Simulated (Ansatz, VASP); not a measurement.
# One calculation of Sn, two programs

File INCAR:

```
ALGO = Fast
EDIFF = 1E-6
ENCUT = 520
GGA = PE
ISIF = 2
ISMEAR = 1
ISPIN = 2
LASPH = T
LCHARG = F
LORBIT = 11
LREAL = F
LWAVE = F
MAGMOM = 0.36
NBANDS = 17
NELM = 150
PREC = Accurate
SIGMA = 0.1
```

Contents of KPOINTS:

```
k-points
0
Gamma
  11 11 11
```

POSCAR

```
Sn
1.0
   -1.6912936206      1.7393011766      2.2906073406
    1.6912936206     -1.7393011766      2.2906073406
    1.6912936206      1.7393011766     -2.2906073406
Sn
1
Direct
    0.0000000000      0.0000000000      0.0000000000
```

File input.yaml:

```yaml
crystal:
  lattice:
    - [-1.6912936206, 1.7393011766, 2.2906073406]
    - [1.6912936206, -1.7393011766, 2.2906073406]
    - [1.6912936206, 1.7393011766, -2.2906073406]
  atoms:
    - { symbol: Sn, position: [0.0, 0.0, 0.0], spin: 0.36 }
kpoints:
  mp_grid: { grid: [11, 11, 11] }
scf:
  occupations: { method: cold, width: 0.1 }
hamiltonian:
  xc: pbe
  pseudopotentials: { kind: all_electron, lapw: { basis_error: 0.001 } }
magnetization:
  spin_polarized: true
output:
  forces: true
  stress: true
  eigenvalues: true
```

Change from the starting cell: volume scaled by 0.94.

Alike in both runs: task single point; functional PBE; k mesh 11 × 11 × 11; collinear spin.

|  | VASP | Ansatz |
| --- | --- | --- |
| version | VASP 6.6.1 | Ansatz 0.2.0 |
| potentials or method | VASP PAW PBE potentials, release 64 (Sn_d), cutoff 520 eV | all-electron LAPW, scalar-relativistic |
| occupations | methfessel-paxton of order 1, width 0.1 eV | cold, width 0.1 eV |

|  | VASP | Ansatz | Ansatz less VASP |
| --- | --- | --- | --- |
| gap on the k mesh at the Fermi level (eV) | none | none | - |
| pressure (GPa) | 2.0 | 2.1 | +0.08 |
| traceless stress, the component that is largest in VASP (GPa) | -1.20 | -1.19 | +0.014 |
| net moment per atom (μB) | 0.00 | 0.00 | 0.000 |

A gap of «none» marks a metal or a gap that the smearing closes. Ansatz ran all-electron here, and VASP with PAW potentials.
